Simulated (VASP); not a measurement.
# Ru (Fd-3m) in VASP: a series of runs

The runs below take Ru through single point, with PBE.

All numbers are computed with VASP 6.6.1; they aren't measurements. Logs are shortened: lines on timing, memory, paths and dates and some standing lists are left out, and cuts for length are marked.

### 1 The cell of the first run

It takes space group Fd-3m (No. 227, cubic). Conventional cell: a = 5.069 Å, b = 5.069 Å, c = 5.069 Å, α = 90.00°, β = 90.00°, γ = 90.00°. Ru (site symmetry -43m) has 4 Ru at 2.20 Å within 2.9 Å.

### 2 Single point, PBE

INCAR reads:

```
SYSTEM = Ru
ALGO = Normal ; EDIFF = 1E-6
ENCUT = 520 ; GGA = PE
ISIF = 2 ; ISMEAR = -1
LASPH = .TRUE. ; LCHARG = .TRUE.
LELF = .TRUE. ; LREAL = .FALSE.
LVHAR = .TRUE. ; LWAVE = .FALSE.
NBANDS = 21 ; NELM = 60
PREC = Accurate ; SIGMA = 0.1
```

KPOINTS reads:

```
k-points
0
G
  15 15 15
  0 0 0
```

POSCAR reads:

```
Ru
1.0
    0.0000000000      2.5345914261      2.5345914261
    2.5345914261      0.0000000000      2.5345914261
    2.5345914261      2.5345914261      0.0000000000
Ru
2
Direct
    0.0000000000      0.0000000000      0.0000000000
    0.2500000000      0.2500000000      0.2500000000
```

Potentials or basis: VASP PAW PBE potentials, release 64 (Ru_pv).

Run with:

```sh
cat potpaw_PBE.64/Ru_pv/POTCAR > POTCAR
mpirun -np 1 vasp_std > vasp.out
```

OUTCAR:

```text
SYSTEM = Ru
   EDIFF = 1E-6
   ENCUT = 520
   GGA = PE
   ISIF = 2
   ISMEAR = -1
   LASPH = .TRUE.
   LREAL = .FALSE.
   NELM = 60
   PREC = Accurate

 ion  position               nearest neighbor table
   1  0.000  0.000  0.000-   2 2.20   2 2.20   2 2.20   2 2.20
   2  0.250  0.250  0.250-   1 2.20   1 2.20   1 2.20   1 2.20

  LATTYP: Found a face centered cubic cell.
 ALAT       =     5.0691828522

  Lattice vectors:

 A1 = (   0.0000000000,   2.5345914261,   2.5345914261)
 A2 = (   2.5345914261,   0.0000000000,   2.5345914261)
 A3 = (   2.5345914261,   2.5345914261,   0.0000000000)

Analysis of symmetry for initial positions (statically):
=====================================================================
 Subroutine PRICEL returns:
 Original cell was already a primitive cell.

 Routine SETGRP: Setting up the symmetry group for a
 face centered cubic supercell.

 Subroutine GETGRP returns: Found 48 space group operations
 (whereof 24 operations were pure point group operations)
 out of a pool of 48 trial point group operations.

The static configuration has the point symmetry T_d .
 The point group associated with its full space group is O_h .

Analysis of symmetry for dynamics (positions and initial velocities):
=====================================================================
 Subroutine PRICEL returns:
 Original cell was already a primitive cell.

 Routine SETGRP: Setting up the symmetry group for a
 face centered cubic supercell.

 Subroutine GETGRP returns: Found 48 space group operations
 (whereof 24 operations were pure point group operations)
 out of a pool of 48 trial point group operations.

The dynamic configuration has the point symmetry T_d .
 The point group associated with its full space group is O_h .

 Subroutine INISYM returns: Found 48 space group operations
 (whereof 24 operations are pure point group operations),
 and found     1 'primitive' translations

----------------------------------------------------------------------------------------

                                     Primitive cell

  volume of cell :      32.5652

  direct lattice vectors                    reciprocal lattice vectors
     0.000000000  2.534591426  2.534591426    -0.197270453  0.197270453  0.197270453
     2.534591426  0.000000000  2.534591426     0.197270453 -0.197270453  0.197270453
     2.534591426  2.534591426  0.000000000     0.197270453  0.197270453 -0.197270453

  length of vectors
     3.584453570  3.584453570  3.584453570     0.341682448  0.341682448  0.341682448

  position of ions in fractional coordinates (direct lattice)
     0.000000000  0.000000000  0.000000000
     0.250000000  0.250000000  0.250000000

  ion indices of the primitive-cell ions
   primitive index   ion index
                 1           1
                 2           2

----------------------------------------------------------------------------------------

 KPOINTS: k-points

Automatic generation of k-mesh.
 Grid dimensions read from file:
 generate k-points for:   15   15   15

 Generating k-lattice:

  Cartesian coordinates                     Fractional coordinates (reciprocal lattice)
    -0.013151364  0.013151364  0.013151364     0.066666667  0.000000000  0.000000000
     0.013151364 -0.013151364  0.013151364     0.000000000  0.066666667  0.000000000
     0.013151364  0.013151364 -0.013151364     0.000000000  0.000000000  0.066666667

  Length of vectors
     0.022778830  0.022778830  0.022778830

  Shift w.r.t. Gamma in fractional coordinates (k-lattice)
     0.000000000  0.000000000  0.000000000

 Subroutine IBZKPT returns following result:
 ===========================================

 Found    120 irreducible k-points:

 Following reciprocal coordinates:
            Coordinates               Weight
  0.000000  0.000000  0.000000      1.000000
  0.066667  0.000000  0.000000      8.000000
  0.133333  0.000000  0.000000      8.000000
  0.200000  0.000000  0.000000      8.000000
  0.266667  0.000000  0.000000      8.000000
  0.333333  0.000000  0.000000      8.000000
[... 16 lines left out ...]
  0.133333  0.133333  0.000000      6.000000
  0.200000  0.133333  0.000000     24.000000
 [... further k-points ...]
   k-points           NKPTS =    120   k-points in BZ     NKDIM =    120   number of bands    NBANDS=     21
   number of dos      NEDOS =    301   number of ions     NIONS =      2
   total plane-waves  NPLWV =  21952
   dimension x,y,z NGX =    28 NGY =   28 NGZ =   28
   dimension x,y,z NGXF=    56 NGYF=   56 NGZF=   56
   ions per type =               2
   NGX,Y,Z   is equivalent  to a cutoff of  12.99, 12.99, 12.99 a.u.
   NGXF,Y,Z  is equivalent  to a cutoff of  25.97, 25.97, 25.97 a.u.
 SYSTEM =  Ru
   PREC   = accura    normal or accurate (medium, high low for compatibility)
   ISTART =      0    job   : 0-new  1-cont  2-samecut
   ICHARG =      2    charge: 1-file 2-atom 10-const
   ISPIN  =      1    spin polarized calculation?
   LNONCOLLINEAR =      F non collinear calculations
   LSORBIT =      F    spin-orbit coupling
   LASPH  =      T    aspherical Exc in radial PAW
   ENCUT  =  520.0 eV  38.22 Ry    6.18 a.u.   6.66  6.66  6.66*2*pi/ulx,y,z
   NELM   =     60;   NELMIN=  2; NELMDL= -5     # of ELM steps
   EDIFF  = 0.1E-05   stopping-criterion for ELM
   LREAL  =      F    real-space projection
   EDIFFG = 0.1E-04   stopping-criterion for IOM
   NSW    =      0    number of steps for IOM
   IBRION =     -1    ionic relax: 0-MD 1-quasi-New 2-CG
   NFREE  =      0    steps in history (QN), initial steepest desc. (CG)
   ISIF   =      2    stress and relaxation
   ISYM   =      2    0-nonsym 1-usesym 2-fastsym
   POTIM  = 0.5000    time-step for ionic-motion
   TEBEG  =    0.0;   TEEND  =   0.0 temperature during run
   PSTRESS=    0.0 pullay stress
   NELECT =      28.0000    total number of electrons
   NUPDOWN=      -1.0000    fix difference up-down
   EMIN   =  10.00;   EMAX   =-10.00  energy-range for DOS
   EFERMI =   0.00;   METHOD = LEGACY
   ISMEAR =    -1;   SIGMA  =   0.10  broadening in eV -4-tet -1-fermi 0-gaus
   EFERMI_NEDOS =   21; number of points for ismear=-14 and -15
   IALGO  =     38    algorithm
   IMIX   =      4    mixing-type and parameters
     AMIX     =   0.40;   BMIX     =  1.00
     AMIX_MAG =   1.60;   BMIX_MAG =  1.00
  volume/ion in A,a.u.               =      16.28       109.88
  Fermi-wavevector in a.u.,A,eV,Ry     =   1.556717  2.941768 32.971903  2.423366
  Thomas-Fermi vector in A             =   2.660472
   LORBIT       =      0    0 simple, 1 ext, 2 COOP (PROOUT), +10 PAW based schemes
   GGA     = PE    functional components
   LHFCALC =     F    Hartree Fock is set to
   AEXX    =    0.0000 exact exchange contribution
   IVDW    =     0    specifies the selected vdW correction
   LEPSILON=     F    determine dielectric tensor
   LRPA    =     F    only Hartree local field effects (RPA)
 non-spin polarized calculation
  energy-cutoff  :      520.00
  volume of cell :       32.57
 maximum number of plane-waves:       901
   NGX = 13   NGY = 13   NGZ = 13

 number of electron      28.0000008 magnetization

 Free energy of the ion-electron system (eV)
  ---------------------------------------------------
  ext. energy  EPLUGINS =         0.00000000
  ---------------------------------------------------
  free energy    TOTEN  =       -14.86286268 eV

  energy without entropy =      -14.81539790  energy(sigma->0) =      -14.83913029

 E-fermi :  10.1261     XC(G=0): -12.5627

 val. band max:       10.1247661679   @ k =  -0.4667   0.1333   0.0667
 cond. band min:      10.1454557661   @ k =   0.4667   0.2000   0.0000
 fundamental gap:      0.0206895983
 Fermi energy:        10.1260588697

 k-point     1 :       0.0000    0.0000    0.0000
  band No.  band energies     occupation
      1     -33.7481      2.00000
      2     -33.7481      2.00000
      3     -33.7481      2.00000
      4     -32.1904      2.00000
      5     -32.1904      2.00000
      6     -32.1904      2.00000
[... 13 lines left out ...]
     20      23.2964      0.00000
     21      23.8444      0.00000

 k-point     2 :       0.0667    0.0000    0.0000
  band No.  band energies     occupation
      1     -33.7570      2.00000
      2     -33.7570      2.00000
      3     -33.7477      2.00000
      4     -32.1907      2.00000
      5     -32.1806      2.00000
      6     -32.1806      2.00000
[... 13 lines left out ...]
     20      22.4894      0.00000
     21      23.8694      0.00000

 k-point     3 :       0.1333    0.0000    0.0000
  band No.  band energies     occupation
      1     -33.7814      2.00000
      2     -33.7814      2.00000
      3     -33.7466      2.00000
      4     -32.1916      2.00000
      5     -32.1535      2.00000
      6     -32.1535      2.00000
[... 13 lines left out ...]
     20      21.5915      0.00000
     21      23.7586      0.00000

 k-point     4 :       0.2000    0.0000    0.0000
  band No.  band energies     occupation
      1     -33.8160      2.00000
      2     -33.8160      2.00000
      3     -33.7456      2.00000
      4     -32.1921      2.00000
      5     -32.1151      2.00000
      6     -32.1151      2.00000
[... 13 lines left out ...]
     20      20.9002      0.00000
     21      22.3086      0.00000

 k-point     5 :       0.2667    0.0000    0.0000
  band No.  band energies     occupation
      1     -33.8538      2.00000
      2     -33.8538      2.00000
      3     -33.7453      2.00000
      4     -32.1916      2.00000
      5     -32.0728      2.00000
      6     -32.0728      2.00000
[... 13 lines left out ...]
     20      20.8994      0.00000
     21      21.5738      0.00000
[... 382 lines left out ...]
     20      21.2336      0.00000
     21      22.7562      0.00000

 k-point    22 :      -0.0667    0.0667    0.0000
  band No.  band energies     occupation
      1     -33.7869      2.00000
      2     -33.7638      2.00000
      3     -33.7376      2.00000
      4     -32.2011      2.00000
      5     -32.1728      2.00000
      6     -32.1481      2.00000
[... 13 lines left out ...]
     20      21.9635      0.00000
     21      23.5437      0.00000

 k-point    23 :       0.1333    0.1333    0.0000
  band No.  band energies     occupation
      1     -33.8206      2.00000
      2     -33.8206      2.00000
      3     -33.6815      2.00000
      4     -32.2617      2.00000
      5     -32.1106      2.00000
      6     -32.1106      2.00000
[... 13 lines left out ...]
     20      21.5640      0.00000
     21      23.0236      0.00000

 k-point    24 :       0.2000    0.1333    0.0000
  band No.  band energies     occupation
      1     -33.8567      2.00000
      2     -33.8564      2.00000
      3     -33.6516      2.00000
      4     -32.2928      2.00000
      5     -32.0711      2.00000
      6     -32.0708      2.00000
[... 13 lines left out ...]
     20      21.0804      0.00000
     21      22.1726      0.00000

 [... further k-points ...]
[... 5 lines left out ...]
  --------------------------------------------------------------------------------------
  -------------------------------------------------------------------------------------
  Total       12.4679055     12.4679055     12.4679055      0.0000000      0.0000000      0.0000000
  in kB      613.4090870    613.4090870    613.4090870      0.0000000      0.0000000      0.0000000
  external PRESSURE =     613.4090870 kB  Pullay stress =       0.0000000 kB

 VOLUME and BASIS-vectors are now :
 -----------------------------------------------------------------------------
  energy-cutoff  :      520.00
  volume of cell :       32.57
      direct lattice vectors                 reciprocal lattice vectors
     0.000000000  2.534591426  2.534591426    -0.197270453  0.197270453  0.197270453
     2.534591426  0.000000000  2.534591426     0.197270453 -0.197270453  0.197270453
     2.534591426  2.534591426  0.000000000     0.197270453  0.197270453 -0.197270453

 POSITION                                       TOTAL-FORCE (eV/Angst)
 -----------------------------------------------------------------------------------
      0.00000      0.00000      0.00000         0.000000      0.000000      0.000000
      1.26730      1.26730      1.26730        -0.000000     -0.000000     -0.000000
 -----------------------------------------------------------------------------------
    total drift:                                0.000000      0.000000      0.000000

  FREE ENERGIE OF THE ION-ELECTRON SYSTEM (eV)
  ---------------------------------------------------
  free  energy   TOTEN  =       -14.8628626771 eV

  energy  without entropy=      -14.8153979049  energy(sigma->0) =      -14.83913029
```

Run time: 41 s. Hardware: 1 thread of Intel Xeon Platinum 8488C (Sapphire Rapids), shared host; peak memory 0.2 GiB.

Results:

```yaml
Free_energy: -14.8629 eV
Pressure: 61.3 GPa
Band_gap_on_the_k_mesh: zero (band 14 reaches 10.59 eV, above the bottom of band 15 at 9.50 eV)
```

Levels at points of the mesh, in eV from the Fermi level:
| k point | band 11 | band 12 | band 13 | band 14 | band 15 | band 16 | band 17 | band 18 |
| --- | --- | --- | --- | --- | --- | --- | --- | --- |
| (0.00, 0.00, 0.00) | -3.99 | -3.99 | -0.55 | -0.55 | -0.55 | 2.63 | 2.63 | 10.77 |

### 3 Single point, PBE

This run uses another cell than the first one, of 17.19 Å³/atom, 1.055 times its volume.

INCAR reads:

```
SYSTEM = Ru
PREC = Accurate ; ENCUT = 520
EDIFF = 1E-6 ; ISMEAR = -1
SIGMA = 0.1 ; LREAL = .FALSE.
LASPH = .TRUE. ; NELM = 100
ALGO = Normal ; ISIF = 2
LWAVE = .FALSE. ; LCHARG = .TRUE.
GGA = PE ; LELF = .TRUE.
LVHAR = .TRUE. ; NBANDS = 21
```

KPOINTS reads:

```
Automatic mesh
0
G
  15 15 15
  0 0 0
```

POSCAR reads:

```
Ru
1.0
    0.0000000000      2.5806276027      2.5806276027
    2.5806276027      0.0000000000      2.5806276027
    2.5806276027      2.5806276027      0.0000000000
Ru
2
Direct
    0.0000000000      0.0000000000      0.0000000000
    0.2500000000      0.2500000000      0.2500000000
```

Potentials or basis: VASP PAW PBE potentials, release 64 (Ru_pv).

Run with:

```sh
cat potpaw_PBE.64/Ru_pv/POTCAR > POTCAR
mpirun -np 1 vasp_std > vasp.out
```

Run time: 41 s. Hardware: 1 thread of Intel Xeon Platinum 8488C (Sapphire Rapids), shared host; peak memory 0.2 GiB.

It converged, with:

```
Free energy            : -15.4354 eV
Pressure               : 40.8 GPa
Band gap on the k mesh : zero (band 14 reaches 9.74 eV, above the bottom of band 15 at 8.70 eV)
```

Levels at points of the mesh, in eV from the Fermi level:
```csv
k point,band 11,band 12,band 13,band 14,band 15,band 16,band 17,band 18
"(0.00, 0.00, 0.00)",-3.79,-3.79,-0.54,-0.54,-0.54,2.41,2.41,10.80
```

### 4 Single point, PBE

This run uses another cell than the first one, of 18.41 Å³/atom, 1.131 times its volume.

INCAR reads:

```
SYSTEM = Ru
ALGO = Normal
EDIFF = 1E-7
ENCUT = 520
GGA = PE
ISIF = 2
ISMEAR = -1
LASPH = .True.
LCHARG = .False.
LREAL = .False.
LWAVE = .False.
NBANDS = 21
NELM = 80
PREC = Accurate
SIGMA = 0.1
```

KPOINTS reads:

```
k-points
0
Gamma
  15 15 15
  0 0 0
```

POSCAR reads:

```
Ru
1.0
    0.0000000000      2.6405820607      2.6405820607
    2.6405820607      0.0000000000      2.6405820607
    2.6405820607      2.6405820607      0.0000000000
Ru
2
Direct
    0.0000000000      0.0000000000      0.0000000000
    0.2500000000      0.2500000000      0.2500000000
```

Run with:

```sh
cat potpaw_PBE.64/Ru_pv/POTCAR > POTCAR
mpirun -np 1 vasp_std > vasp.out
```

It took 38 s on 1 thread of Intel Xeon Platinum 8488C (Sapphire Rapids), shared host; peak memory 0.2 GiB.

It converged, with:

```yaml
Free_energy: -15.8972 eV
Pressure: 20.5 GPa
Band_gap_on_the_k_mesh: zero (band 14 reaches 8.72 eV, above the bottom of band 15 at 7.75 eV)
```

Levels at points of the mesh, in eV from the Fermi level:
| k point | band 12 | band 13 | band 14 | band 15 | band 16 | band 17 |
| --- | --- | --- | --- | --- | --- | --- |
| (0.00, 0.00, 0.00) | -3.53 | -0.51 | -0.51 | -0.51 | 2.16 | 2.16 |

### 5 Single point, PBE

This run uses another cell than the first one, of 20.30 Å³/atom, 1.247 times its volume.

INCAR reads:

```
  PREC = Accurate
  ENCUT = 520
  EDIFF = 1E-7
  ISMEAR = -1
  SIGMA = 0.1
  LREAL = False
  LASPH = True
  NELM = 100
  ALGO = Normal
  ISIF = 2
  LWAVE = False
  LCHARG = True
  GGA = PE
  LELF = True
  LVHAR = True
  NBANDS = 21
```

KPOINTS reads:

```
regular mesh
0
Gamma
  15 15 15
```

POSCAR reads:

```
Ru
1.0
    0.0000000000      2.7281200797      2.7281200797
    2.7281200797      0.0000000000      2.7281200797
    2.7281200797      2.7281200797      0.0000000000
Ru
2
Direct
    0.0000000000      0.0000000000      0.0000000000
    0.2500000000      0.2500000000      0.2500000000
```

Run with:

```sh
cat potpaw_PBE.64/Ru_pv/POTCAR > POTCAR
mpirun -np 1 vasp_std > vasp.out
```

Run time: 63 s. Hardware: 1 thread of Intel Xeon Platinum 8488C (Sapphire Rapids), shared host; peak memory 0.22 GiB.

It converged, with:

- Free energy: -16.1225 eV
- Pressure: 0.2 GPa
- Band gap on the k mesh: zero (band 14 reaches 7.37 eV, above the bottom of band 15 at 6.51 eV)

Levels at points of the mesh, in eV from the Fermi level:
```tsv
k point	band 12	band 13	band 14	band 15	band 16	band 17
(0.00, 0.00, 0.00)	-3.19	-0.47	-0.47	-0.47	1.83	1.83
```

### 6 The runs side by side

```csv
cell,gap on the mesh (eV),pressure (GPa)
"a = 3.584 Å, angles 60.0°, 2 atoms",none,61.3
"a = 3.650 Å, angles 60.0°, 2 atoms",none,40.8
"a = 3.734 Å, angles 60.0°, 2 atoms",none,20.5
"a = 3.858 Å, angles 60.0°, 2 atoms",none,0.2
```

Alike in all rows: task single point; level PBE; potentials or basis VASP PAW PBE potentials, release 64 (Ru_pv); no spin polarisation; k mesh 15 × 15 × 15; cutoff (eV) 520; smearing fermi-dirac 0.1 eV.

Total energies depend on the potentials used, so only differences within one code and one set of settings carry meaning.
